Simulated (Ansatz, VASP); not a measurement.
**One calculation of Al, two programs**

```
Al
1.0
     0.00000    1.94302    1.86206
     1.94302    0.00000    1.86206
     1.94302    1.94302    0.00000
Al
1
Cartesian
  0.0000 0.0000 0.0000
```

Change from the starting cell: strain -0.040 along x and y, -0.080 along z, atoms carried along.

Alike in both runs: task single point; functional PBE; k mesh 20 × 20 × 20; occupations gaussian, width 0.15 eV; no spin polarisation.

```csv
,VASP,Ansatz
version,VASP 6.6.1,Ansatz 0.2.0
potentials or method,"VASP PAW PBE potentials, release 64 (Al), cutoff 520 eV","scalar-relativistic, plane waves, PAW"
valence electrons in the cell,3,3
```

|  | VASP | Ansatz | Ansatz less VASP |
| --- | --- | --- | --- |
| gap on the k mesh at the Fermi level (eV) | none | none | - |
| pressure (GPa) | 17.9 | 17.9 | +0.03 |
| traceless stress, the component that is largest in VASP (GPa) | 2.97 | 2.97 | -0.001 |

A gap of «none» marks a metal or a gap that the smearing closes. With one functional, cell and mesh, what is left measures potentials, basis and numerics.
